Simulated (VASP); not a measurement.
# MgS (I4/mmm) in VASP: notebook, part 2 of 2

VASP 6.6.1. Earlier steps stand in the parts before.

### 3 Single point, r2SCAN (in-plane strain -0.005, then relaxed in part)

POSCAR reads:

```
MgS
1.0
    2.5886417500      2.5886417500      0.0000000000
   -2.5886417500      2.5886417500      0.0000000000
    0.0000000000      2.5886417500      2.6094549500
Mg S
1 1
Direct
    0.0000000000      0.0000000000      0.0000000000
    0.5000000000      0.5000000000      0.0000000000
```

INCAR.step1 reads:

```
SYSTEM = MgS
  ALGO = Normal
  EDIFF = 1E-4
  ENCUT = 520
  GGA = PE
  ISMEAR = 0
  LASPH = .TRUE.
  LCHARG = .FALSE.
  LREAL = .FALSE.
  LWAVE = .TRUE.
  NBANDS = 11
  NELM = 60
  PREC = Accurate
  SIGMA = 0.01
```

INCAR.step2 reads:

```
SYSTEM = MgS
  ALGO = Normal
  EDIFF = 1E-6
  ENCUT = 520
  ISIF = 2
  ISMEAR = 0
  ISTART = 1
  LASPH = .TRUE.
  LCHARG = .FALSE.
  LMIXTAU = .TRUE.
  LREAL = .FALSE.
  LWAVE = .FALSE.
  METAGGA = R2SCAN
  NBANDS = 11
  NELM = 60
  PREC = Accurate
  SIGMA = 0.01
```

KPOINTS reads:

```
k-points
0
G
  8 8 8
  0 0 0
```

Potentials or basis: VASP PAW PBE potentials, release 64 (Mg, S).

The run is started by

```
> cat potpaw_PBE.64/Mg/POTCAR potpaw_PBE.64/S/POTCAR > POTCAR
> cp INCAR.step1 INCAR
> mpirun -np 1 vasp_std > vasp.out
> cp INCAR.step2 INCAR
> mpirun -np 1 vasp_std > vasp.out
```

OUTCAR:

```text
SYSTEM = MgS
   EDIFF = 1E-6
   ENCUT = 520
   ISIF = 2
   ISMEAR = 0
   ISTART = 1
   LASPH = .TRUE.
   LREAL = .FALSE.
   METAGGA = R2SCAN
   NELM = 60
   PREC = Accurate

 ion  position               nearest neighbor table
   1  0.000  0.000  0.000-   2 2.59   2 2.59   2 2.59   2 2.59   2 2.61   2 2.61
   2  0.500  0.500  0.000-   1 2.59   1 2.59   1 2.59   1 2.59   1 2.61   1 2.61

  LATTYP: Found a body centered tetragonal cell.
 ALAT       =     3.6608922710
 C/A-ratio  =     1.4255841237

  Lattice vectors:

 A1 = (   2.5886417500,   0.0000000000,  -2.6094549500)
 A2 = (  -2.5886417500,   0.0000000000,  -2.6094549500)
 A3 = (   0.0000000000,   2.5886417500,   2.6094549500)

Analysis of symmetry for initial positions (statically):
=====================================================================
 Subroutine PRICEL returns:
 Original cell was already a primitive cell.

 Routine SETGRP: Setting up the symmetry group for a
 body centered tetragonal supercell.

 Subroutine GETGRP returns: Found 16 space group operations
 (whereof 16 operations were pure point group operations)
 out of a pool of 16 trial point group operations.

The static configuration has the point symmetry D_4h.

Analysis of symmetry for dynamics (positions and initial velocities):
=====================================================================
 Subroutine PRICEL returns:
 Original cell was already a primitive cell.

 Routine SETGRP: Setting up the symmetry group for a
 body centered tetragonal supercell.

 Subroutine GETGRP returns: Found 16 space group operations
 (whereof 16 operations were pure point group operations)
 out of a pool of 16 trial point group operations.

The dynamic configuration has the point symmetry D_4h.

 Subroutine INISYM returns: Found 16 space group operations
 (whereof 16 operations are pure point group operations),
 and found     1 'primitive' translations

----------------------------------------------------------------------------------------

                                     Primitive cell

  volume of cell :      34.9723

  direct lattice vectors                    reciprocal lattice vectors
     2.588641750  2.588641750  0.000000000     0.193151486  0.193151486 -0.191610896
    -2.588641750  2.588641750  0.000000000    -0.193151486  0.193151486 -0.191610896
     0.000000000  2.588641750  2.609454950     0.000000000  0.000000000  0.383221791

  length of vectors
     3.660892271  3.660892271  3.675638889     0.333661098  0.333661098  0.383221791

  position of ions in fractional coordinates (direct lattice)
     0.000000000  0.000000000  0.000000000
     0.500000000  0.500000000  0.000000000

  ion indices of the primitive-cell ions
   primitive index   ion index
                 1           1
                 2           2

----------------------------------------------------------------------------------------

 KPOINTS: k-points

Automatic generation of k-mesh.
 Grid dimensions read from file:
 generate k-points for:    8    8    8

 Generating k-lattice:

  Cartesian coordinates                     Fractional coordinates (reciprocal lattice)
     0.024143936  0.024143936 -0.023951362     0.125000000  0.000000000  0.000000000
[... 38 lines left out ...]
  0.250000  0.000000  0.125000      4.000000
  0.375000  0.000000  0.125000      8.000000
 [... further k-points ...]
   k-points           NKPTS =     59   k-points in BZ     NKDIM =     59   number of bands    NBANDS=     11
   number of dos      NEDOS =    301   number of ions     NIONS =      2
   total plane-waves  NPLWV =  21952
   dimension x,y,z NGX =    28 NGY =   28 NGZ =   28
   dimension x,y,z NGXF=    56 NGYF=   56 NGZF=   56
   ions per type =               1   1
   NGX,Y,Z   is equivalent  to a cutoff of  12.72, 12.72, 12.66 a.u.
   NGXF,Y,Z  is equivalent  to a cutoff of  25.43, 25.43, 25.33 a.u.
 SYSTEM =  MgS
   PREC   = accura    normal or accurate (medium, high low for compatibility)
   ISTART =      1    job   : 0-new  1-cont  2-samecut
   ICHARG =      0    charge: 1-file 2-atom 10-const
   ISPIN  =      1    spin polarized calculation?
   LNONCOLLINEAR =      F non collinear calculations
   LSORBIT =      F    spin-orbit coupling
   LASPH  =      T    aspherical Exc in radial PAW
   ENCUT  =  520.0 eV  38.22 Ry    6.18 a.u.   6.81  6.81  6.83*2*pi/ulx,y,z
   NELM   =     60;   NELMIN=  2; NELMDL=  0     # of ELM steps
   EDIFF  = 0.1E-05   stopping-criterion for ELM
   LREAL  =      F    real-space projection
   EDIFFG = 0.1E-04   stopping-criterion for IOM
   NSW    =      0    number of steps for IOM
   IBRION =     -1    ionic relax: 0-MD 1-quasi-New 2-CG
   NFREE  =      0    steps in history (QN), initial steepest desc. (CG)
   ISIF   =      2    stress and relaxation
   ISYM   =      2    0-nonsym 1-usesym 2-fastsym
   POTIM  = 0.5000    time-step for ionic-motion
   TEBEG  =    0.0;   TEEND  =   0.0 temperature during run
   PSTRESS=    0.0 pullay stress
   NELECT =       8.0000    total number of electrons
   NUPDOWN=      -1.0000    fix difference up-down
   EMIN   =  10.00;   EMAX   =-10.00  energy-range for DOS
   EFERMI =   0.00;   METHOD = LEGACY
   ISMEAR =     0;   SIGMA  =   0.01  broadening in eV -4-tet -1-fermi 0-gaus
   EFERMI_NEDOS =   21; number of points for ismear=-14 and -15
   IALGO  =     38    algorithm
   IMIX   =      4    mixing-type and parameters
     AMIX     =   0.40;   BMIX     =  1.00
     AMIX_MAG =   1.60;   BMIX_MAG =  1.00
  volume/ion in A,a.u.               =      17.49       118.00
  Fermi-wavevector in a.u.,A,eV,Ry     =   1.001222  1.892035 13.639091  1.002445
  Thomas-Fermi vector in A             =   2.133630
   LORBIT       =      0    0 simple, 1 ext, 2 COOP (PROOUT), +10 PAW based schemes
   METAGGA = R2SCAN    functional components
   LHFCALC =     F    Hartree Fock is set to
   AEXX    =    0.0000 exact exchange contribution
   IVDW    =     0    specifies the selected vdW correction
   LEPSILON=     F    determine dielectric tensor
   LRPA    =     F    only Hartree local field effects (RPA)
 non-spin polarized calculation
 Gauss-broadening in eV      SIGMA  =   0.01
  energy-cutoff  :      520.00
  volume of cell :       34.97
 maximum number of plane-waves:       956
   NGX = 13   NGY = 13   NGZ = 13

 number of electron       7.9999999 magnetization

 Free energy of the ion-electron system (eV)
  ---------------------------------------------------
  ext. energy  EPLUGINS =         0.00000000
  ---------------------------------------------------
  free energy    TOTEN  =       -15.51025890 eV

  energy without entropy =      -15.51025890  energy(sigma->0) =      -15.51025890

 E-fermi :   3.6195     XC(G=0): -10.1209

 val. band max:        3.5784101041   @ k =   0.0000   0.0000   0.0000
 cond. band min:       6.9900090900   @ k =   0.5000   0.5000   0.0000
 fundamental gap:      3.4115989859
 Fermi energy:         3.6195397276

 k-point     1 :       0.0000    0.0000    0.0000
  band No.  band energies     occupation
      1      -9.6687      2.00000
      2       3.5439      2.00000
      3       3.5439      2.00000
      4       3.5784      2.00000
      5       8.2299      0.00000
      6      12.0243      0.00000
      7      12.1108      0.00000
      8      12.1108      0.00000
      9      14.4483      0.00000
     10      14.5618      0.00000
     11      17.1192      0.00000
[... 309 lines left out ...]
 k-point    24 :       0.3750    0.0000    0.1250
  band No.  band energies     occupation
      1      -8.8009      2.00000
      2       0.1909      2.00000
      3       2.3309      2.00000
      4       3.2036      2.00000
      5       9.9724      0.00000
      6      11.3751      0.00000
      7      11.8862      0.00000
      8      12.5130      0.00000
      9      14.1591      0.00000
     10      17.1920      0.00000
     11      17.6325      0.00000

 [... further k-points ...]

------------------------ aborting loop because EDIFF is reached ----------------------------------------

  FORCE on cell =-STRESS in cart. coord.  units (eV):
  Direction    XX          YY          ZZ          XY          YZ          ZX
  --------------------------------------------------------------------------------------
  -------------------------------------------------------------------------------------
  Total        0.0844626      0.0844626     -0.1047913      0.0000000      0.0000000     -0.0000000
  in kB        3.8694684      3.8694684     -4.8007820      0.0000000      0.0000000     -0.0000000
  external PRESSURE =       0.9793849 kB  Pullay stress =       0.0000000 kB

 VOLUME and BASIS-vectors are now :
 -----------------------------------------------------------------------------
  energy-cutoff  :      520.00
  volume of cell :       34.97
      direct lattice vectors                 reciprocal lattice vectors
     2.588641750  2.588641750  0.000000000     0.193151486  0.193151486 -0.191610896
    -2.588641750  2.588641750  0.000000000    -0.193151486  0.193151486 -0.191610896
     0.000000000  2.588641750  2.609454950     0.000000000  0.000000000  0.383221791

 POSITION                                       TOTAL-FORCE (eV/Angst)
 -----------------------------------------------------------------------------------
      0.00000      0.00000      0.00000         0.000000     -0.000000      0.000000
      0.00000      2.58864      0.00000        -0.000000      0.000000      0.000000
 -----------------------------------------------------------------------------------
    total drift:                               -0.000000      0.000000     -0.000000

  FREE ENERGIE OF THE ION-ELECTRON SYSTEM (eV)
  ---------------------------------------------------
  free  energy   TOTEN  =       -15.5102588980 eV

  energy  without entropy=      -15.5102588980  energy(sigma->0) =      -15.51025890
```

Wall time 57 s (1 thread of Intel Xeon 6975P-C (Granite Rapids), shared host); peak memory 0.17 GiB.

What came out:

```
Free energy            : -15.5103 eV
Pressure               : 0.1 GPa
Band gap on the k mesh : 3.41 eV, indirect (least direct gap 4.65 eV)
```

Levels at points of the mesh, in eV from the valence-band top:
| k point | band 2 | band 3 | band 4 | band 5 | band 6 | band 7 |
| --- | --- | --- | --- | --- | --- | --- |
| (0.00, 0.00, 0.00) | -0.03 | -0.03 | 0.00 | 4.65 | 8.45 | 8.53 |
| (0.50, 0.00, 0.00) | -4.94 | -0.66 | -0.64 | 5.20 | 7.45 | 7.53 |
| (0.50, 0.50, 0.00) | -4.33 | -1.82 | -1.74 | 3.41 | 4.87 | 13.22 |
| (0.00, 0.00, 0.50) | -4.34 | -1.74 | -1.74 | 3.46 | 4.90 | 13.14 |

Caveat: the cell differs from its parent crystal (in-plane strain -0.005, then relaxed in part); the PAW data sets were made with another functional, which shifts forces and pressure a little. A k mesh can miss the band edges.

### 4 Single point, r2SCAN (film at in-plane strain -0.005)

POSCAR is that of step 3.

INCAR.step1 reads:

```
  ALGO = Normal
  EDIFF = 1E-4
  ENCUT = 520
  GGA = PE
  ISMEAR = 0
  LASPH = T
  LCHARG = F
  LREAL = F
  LWAVE = T
  NBANDS = 11
  NELM = 100
  PREC = Accurate
  SIGMA = 0.01
```

INCAR.step2 reads:

```
  ALGO = Normal
  EDIFF = 1E-6
  ENCUT = 520
  ISIF = 2
  ISMEAR = 0
  ISTART = 1
  LASPH = T
  LCHARG = F
  LMIXTAU = T
  LREAL = F
  LWAVE = F
  METAGGA = R2SCAN
  NBANDS = 11
  NELM = 100
  PREC = Accurate
  SIGMA = 0.01
```

KPOINTS reads:

```
k-points
0
Gamma
  8 8 8
```

The run is started by

```
> cat potpaw_PBE.64/Mg/POTCAR potpaw_PBE.64/S/POTCAR > POTCAR
> cp INCAR.step1 INCAR
> mpirun -np 1 vasp_std > vasp.out
> cp INCAR.step2 INCAR
> mpirun -np 1 vasp_std > vasp.out
```

Run time: 56 s. Hardware: 1 thread of Intel Xeon 6975P-C (Granite Rapids), shared host; peak memory 0.17 GiB.

Results (log left out):

- Free energy: -15.5103 eV
- Pressure: 0.1 GPa
- Band gap on the k mesh: 3.41 eV, indirect (least direct gap 4.65 eV)

Stress tensor (GPa, compression positive):
```
 0.39  0.00  0.00
 0.00  0.39  0.00
 0.00  0.00 -0.48
```

Levels at points of the mesh, in eV from the valence-band top:
```csv
k point,band 1,band 2,band 3,band 4,band 5,band 6,band 7,band 8
"(0.00, 0.00, 0.00)",-13.25,-0.03,-0.03,0.00,4.65,8.45,8.53,8.53
"(0.50, 0.00, 0.00)",-11.90,-4.94,-0.66,-0.64,5.20,7.45,7.53,11.29
"(0.50, 0.50, 0.00)",-11.50,-4.33,-1.82,-1.74,3.41,4.87,13.22,13.49
"(0.00, 0.00, 0.50)",-11.53,-4.34,-1.74,-1.74,3.46,4.90,13.14,13.47
```

Caveat: the cell differs from its parent crystal (film at in-plane strain -0.005); the PAW data sets were made with another functional, which shifts forces and pressure a little. A k mesh can miss the band edges.

### 5 Single point, r2SCAN (in-plane strain +0.005, then relaxed in part)

POSCAR reads:

```
MgS
1.0
    2.6146582500      2.6146582500      0.0000000000
   -2.6146582500      2.6146582500      0.0000000000
    0.0000000000      2.6146582500      2.5938450500
Mg S
1 1
Direct
    0.0000000000      0.0000000000      0.0000000000
    0.5000000000      0.5000000000      0.0000000000
```

INCAR.step1, as its differences from that of step 4:

```diff
@@ -10,3 +10,3 @@
   NBANDS = 11
-  NELM = 100
+  NELM = 60
   PREC = Accurate
```

INCAR.step2 reads:

```
  ALGO = Normal
  EDIFF = 1E-7
  ENCUT = 520
  ISIF = 2
  ISMEAR = 0
  ISTART = 1
  LASPH = T
  LCHARG = T
  LELF = T
  LMIXTAU = T
  LREAL = F
  LVHAR = T
  LWAVE = F
  METAGGA = R2SCAN
  NBANDS = 11
  NELM = 60
  PREC = Accurate
  SIGMA = 0.01
```

KPOINTS is that of step 4.

Potentials or basis: VASP PAW PBE potentials, release 64 (Mg, S).

The run is started by

```
> cat potpaw_PBE.64/Mg/POTCAR potpaw_PBE.64/S/POTCAR > POTCAR
> cp INCAR.step1 INCAR
> mpirun -np 1 vasp_std > vasp.out
> cp INCAR.step2 INCAR
> mpirun -np 1 vasp_std > vasp.out
```

OUTCAR:

```text
EDIFF = 1E-7
   ENCUT = 520
   ISIF = 2
   ISMEAR = 0
   ISTART = 1
   LASPH = T
   LREAL = F
   METAGGA = R2SCAN
   NELM = 60
   PREC = Accurate

 ion  position               nearest neighbor table
   1  0.000  0.000  0.000-   2 2.59   2 2.59   2 2.61   2 2.61   2 2.61   2 2.61
   2  0.500  0.500  0.000-   1 2.59   1 2.59   1 2.61   1 2.61   1 2.61   1 2.61

  LATTYP: Found a body centered tetragonal cell.
 ALAT       =     3.6976851581
 C/A-ratio  =     1.4029561410

  Lattice vectors:

 A1 = (   2.6146582500,   0.0000000000,  -2.5938450500)
 A2 = (  -2.6146582500,   0.0000000000,  -2.5938450500)
 A3 = (   0.0000000000,   2.6146582500,   2.5938450500)

Analysis of symmetry for initial positions (statically):
=====================================================================
 Subroutine PRICEL returns:
 Original cell was already a primitive cell.

 Routine SETGRP: Setting up the symmetry group for a
 body centered tetragonal supercell.

 Subroutine GETGRP returns: Found 16 space group operations
 (whereof 16 operations were pure point group operations)
 out of a pool of 16 trial point group operations.

The static configuration has the point symmetry D_4h.

Analysis of symmetry for dynamics (positions and initial velocities):
[... 165 lines left out ...]

 k-point     1 :       0.0000    0.0000    0.0000
  band No.  band energies     occupation
      1      -9.7114      2.00000
      2       3.4071      2.00000
      3       3.4428      2.00000
      4       3.4428      2.00000
      5       7.9874      0.00000
      6      11.9386      0.00000
      7      11.9386      0.00000
      8      12.0240      0.00000
      9      14.3083      0.00000
     10      14.4198      0.00000
     11      16.9552      0.00000
[... 309 lines left out ...]
 k-point    24 :       0.3750    0.0000    0.1250
  band No.  band energies     occupation
      1      -8.8715      2.00000
      2       0.1526      2.00000
      3       2.2186      2.00000
      4       3.0781      2.00000
      5       9.8032      0.00000
      6      11.2320      0.00000
      7      11.6748      0.00000
      8      12.3357      0.00000
      9      13.9724      0.00000
     10      16.9820      0.00000
     11      17.5215      0.00000

 [... further k-points ...]
[... 5 lines left out ...]
  --------------------------------------------------------------------------------------
  -------------------------------------------------------------------------------------
  Total       -0.2841733     -0.2841733     -0.1029920      0.0000000      0.0000000     -0.0000000
  in kB      -12.8377811    -12.8377811     -4.6527545      0.0000000      0.0000000     -0.0000000
  external PRESSURE =     -10.1094389 kB  Pullay stress =       0.0000000 kB

 VOLUME and BASIS-vectors are now :
 -----------------------------------------------------------------------------
  energy-cutoff  :      520.00
  volume of cell :       35.47
      direct lattice vectors                 reciprocal lattice vectors
     2.614658250  2.614658250  0.000000000     0.191229580  0.191229580 -0.192764020
    -2.614658250  2.614658250  0.000000000    -0.191229580  0.191229580 -0.192764020
     0.000000000  2.614658250  2.593845050     0.000000000  0.000000000  0.385528041

 POSITION                                       TOTAL-FORCE (eV/Angst)
 -----------------------------------------------------------------------------------
      0.00000      0.00000      0.00000        -0.000000      0.000000      0.000000
      0.00000      2.61466      0.00000         0.000000      0.000000      0.000000
 -----------------------------------------------------------------------------------
    total drift:                               -0.000000      0.000000     -0.000000

  FREE ENERGIE OF THE ION-ELECTRON SYSTEM (eV)
  ---------------------------------------------------
  free  energy   TOTEN  =       -15.5089141698 eV

  energy  without entropy=      -15.5089141698  energy(sigma->0) =      -15.50891417
```

OUTCAR.step1:

```text
EDIFF = 1E-4
   ENCUT = 520
   GGA = PE
   ISMEAR = 0
   LASPH = T
[... 557 lines left out ...]
 -----------------------------------------------------------------------------------
      0.00000      0.00000      0.00000        -0.000000     -0.000000      0.000000
      0.00000      2.61466      0.00000         0.000000      0.000000      0.000000
 -----------------------------------------------------------------------------------
    total drift:                               -0.000000      0.000000     -0.000000

  FREE ENERGIE OF THE ION-ELECTRON SYSTEM (eV)
  ---------------------------------------------------
  free  energy   TOTEN  =        -8.5023572098 eV

  energy  without entropy=       -8.5023572098  energy(sigma->0) =       -8.50235721
```

OSZICAR.step1:

```text
N       E                     dE             d eps       ncg     rms          rms(c)
DAV:   1     0.213501515978E+02    0.21350E+02   -0.36069E+03  1354   0.592E+02
DAV:   2    -0.755083367485E+01   -0.28901E+02   -0.27282E+02  1695   0.988E+01
DAV:   3    -0.890181032425E+01   -0.13510E+01   -0.13484E+01  1561   0.226E+01
DAV:   4    -0.891077788362E+01   -0.89676E-02   -0.89668E-02  1595   0.219E+00
DAV:   5    -0.891085415935E+01   -0.76276E-04   -0.76275E-04  1635   0.201E-01    0.438E+00
DAV:   6    -0.854278361121E+01    0.36807E+00   -0.79807E-01  1501   0.351E+00    0.343E+00
DAV:   7    -0.850261204024E+01    0.40172E-01   -0.21892E-01  1569   0.202E+00    0.227E+00
DAV:   8    -0.850265420739E+01   -0.42167E-04   -0.15179E-02  1451   0.745E-01    0.100E+00
DAV:   9    -0.850234280192E+01    0.31141E-03   -0.83227E-04  1543   0.165E-01    0.357E-01
DAV:  10    -0.850235720980E+01   -0.14408E-04   -0.25100E-04  1359   0.725E-02
   1 F= -.85023572E+01 E0= -.85023572E+01  d E =-.729276E-30
```

Run time: 87 s. Hardware: 1 thread of Intel Xeon 6975P-C (Granite Rapids), shared host; peak memory 0.17 GiB.

Results:

| Property | Result |
| --- | --- |
| Free energy | -15.5089 eV |
| Pressure | -1.0 GPa |
| Band gap on the k mesh | 3.38 eV, indirect (least direct gap 4.54 eV) |

Caveat: the cell differs from its parent crystal (in-plane strain +0.005, then relaxed in part); the PAW data sets were made with another functional, which shifts forces and pressure a little.

### 6 Summary

```csv
cell,gap on the mesh (eV),pressure (GPa)
"a = 3.642, b = 3.642, c = 3.672 Å, angles 60.3, 60.3, 90.0°, 2 atoms",3.39,0.7
"a = 3.661, b = 3.661, c = 3.676 Å, angles 60.1, 60.1, 90.0°, 2 atoms",3.41,0.1
"a = 3.698, b = 3.698, c = 3.683 Å, angles 59.9, 59.9, 90.0°, 2 atoms",3.38,-1.0
```

Alike in all rows: task single point; level r2SCAN; potentials or basis VASP PAW PBE potentials, release 64 (Mg, S); no spin polarisation; k mesh 8 × 8 × 8; cutoff (eV) 520; smearing gaussian 0.01 eV.

Caveats: the PAW data sets were made with another functional, which shifts forces and pressure a little.

Absolute energies hang on the potentials; compare differences alone.
